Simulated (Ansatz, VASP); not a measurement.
## Two plane-wave programs on Se

The input INCAR:

```
SYSTEM = Se
PREC = Accurate
ENCUT = 520
EDIFF = 1E-8
ISMEAR = -1
SIGMA = 0.03
LREAL = .FALSE.
LASPH = .TRUE.
NELM = 80
ALGO = Normal
ISIF = 2
LWAVE = .FALSE.
LCHARG = .FALSE.
LEFG = .TRUE.
NBANDS = 16
```

Contents of KPOINTS:

```
regular mesh
0
G
  6 6 5
  0 0 0
```

File POSCAR:

```
Se
1.0
    4.4236565372      0.0000000000      0.0000000000
   -2.2118282686      3.8309989389      0.0000000000
    0.0000000000      0.0000000000      5.0187864228
Se
3
Direct
    0.2254000000      0.0000000000      0.3333333333
    0.0000000000      0.2254000000      0.6666666667
    0.7746000000      0.7746000000      0.0000000000
```

Input for Ansatz:

```yaml
crystal:
  lattice:
    - [4.4236565372, 0.0, 0.0]
    - [-2.2118282686, 3.8309989389, 0.0]
    - [0.0, 0.0, 5.0187864228]
  atoms:
    - { symbol: Se, position: [0.2254, 0.0, 0.3333333333] }
    - { symbol: Se, position: [0.0, 0.2254, 0.6666666667] }
    - { symbol: Se, position: [0.7746, 0.7746, 0.0] }
kpoints:
  mp_grid: { grid: [6, 6, 5] }
scf:
  occupations: { method: fermi_dirac, width: 0.03 }
hamiltonian:
  xc: lda
  pseudopotentials: { kind: paw }
output:
  forces: true
  stress: true
  eigenvalues: true
  efg: { contact_densities: true }
```

Change from the starting cell: volume scaled by 1.04, PAW files.

Alike in both runs: task electric field gradients; functional LDA; k mesh 6 × 6 × 5; occupations fermi-dirac, width 0.03 eV; no spin polarisation.

```csv
,VASP,Ansatz
version,VASP 6.6.1,Ansatz 0.2.0
potentials or method,"VASP PAW LDA potentials, release 64 (Se)","PAW with Ansatz's default frozen-core files, scalar-relativistic"
plane-wave cutoff (eV),520,420
valence electrons in the cell,18,48
```

Ansatz gave:

```
gap on the k mesh at the Fermi level (eV)                     : 1.20
pressure (GPa)                                                : -3.2
traceless stress, the component that is largest in VASP (GPa) : 0.07
rms of the force components (eV/Å)                            : 0.096
size of Vzz on the site where it differs most (V/Å²)          : 517.6
```

Problem. Which values does VASP return?

Solution. gap on the k mesh at the Fermi level (eV): 1.20; pressure (GPa): -3.1; traceless stress, the component that is largest in VASP (GPa): 0.13; rms of the force components (eV/Å): 0.072; size of Vzz on the site where it differs most (V/Å²): 503.9.

LDA's correlation is that of Perdew and Zunger in VASP and of Perdew and Wang (1992) in Ansatz. Atom by atom the forces differ by 0.024 eV/Å (rms over components). VASP's potentials hold 18 valence electrons a cell and Ansatz's 48, so a difference there can come from the potentials and not from the codes.
